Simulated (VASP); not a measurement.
Crystal: ScAl.

```xyz
2
Lattice="3.3703 0.0000 0.0000 0.0000 3.3703 0.0000 0.0000 0.0000 3.3703" Properties=species:S:1:pos:R:3 pbc="T T T"
Sc    1.6852    1.6852    1.6852
Al    0.0000    0.0000    0.0000
```

| Property | Result |
| --- | --- |
| Program | VASP 6.6.1 |
| Task | relaxation of cell and atoms |
| Functional | LDA |
| Potentials or basis | VASP PAW LDA potentials, release 64 (Sc_sv, Al) |
| Cutoff | 600 eV |
| k mesh | 12 × 12 × 12 |
| Occupations | fermi-dirac, width 0.1 eV |
| Spin | no spin polarisation |

At the start: pressure -4.1 GPa; volume 19.14 Å³/atom.

Question: Where does the relaxation end?

Answer: Over 3 steps the energy falls by 13.3 meV/atom and the volume is 18.15 Å³/atom (-5.2 %); space group Pm-3m (No. 221, to 0.05 Å).

Step by step:
```csv
step,energy change (eV),largest force (eV/Å),pressure (GPa),volume (Å³)
1,0.0000,0.0000,-4.11,38.28
2,-0.0230,0.0000,1.70,35.63
3,-0.0265,0.0000,0.00,36.31
```

Final structure:
```
Sc Al
1.0
     3.31127    0.00000    0.00000
     0.00000    3.31127    0.00000
     0.00000    0.00000    3.31127
Sc Al
1 1
Cartesian
  1.6556 1.6556 1.6556
  0.0000 0.0000 0.0000
```
